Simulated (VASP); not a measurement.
MnS, 2 atoms in the cell. The structure is cubic, space group F-43m (No. 216). The conventional cell has a = 5.600 Å, b = 5.600 Å, c = 5.600 Å, α = 90.00°, β = 90.00°, γ = 90.00°. Mn (site symmetry -43m) has 4 S at 2.42 Å within 3.2 Å. S (site symmetry -43m) has 4 Mn at 2.42 Å within 3.2 Å. 

| Property | Result |
| --- | --- |
| Program | VASP 6.6.1 |
| Task | single point |
| Functional | PBEsol |
| Dispersion | D4 |
| Potentials or basis | VASP PAW PBE potentials, release 64 (Mn_pv, S) |
| Cutoff | 520 eV |
| k mesh | 6 × 6 × 6 |
| Occupations | methfessel-paxton, width 0.15 eV |
| Spin | collinear spin, zero start |
| Starting moments | [0.0, 0.0] μB |
| Fixed moment | 0 μB |
| Dipole correction | no |
| Further INCAR settings | ALGO = Normal; EDIFF = 1e-07; NBANDS = 20 |

Potentials or basis: VASP PAW PBE potentials, release 64 (Mn_pv, S).

The run is started by

```console
$ cat potpaw_PBE.64/Mn_pv/POTCAR potpaw_PBE.64/S/POTCAR > POTCAR
$ mpirun -np 1 vasp_std > vasp.out
```

Hardware: 1 thread of Intel Xeon 8259CL, with other jobs on the host.

Q: Estimate the wall time of this run.

A: Wall time 76 s on 1 thread of Intel Xeon 8259CL, with other jobs on the host, peak memory 0.19 GiB. Counts: scf iterations 14, k points 16.
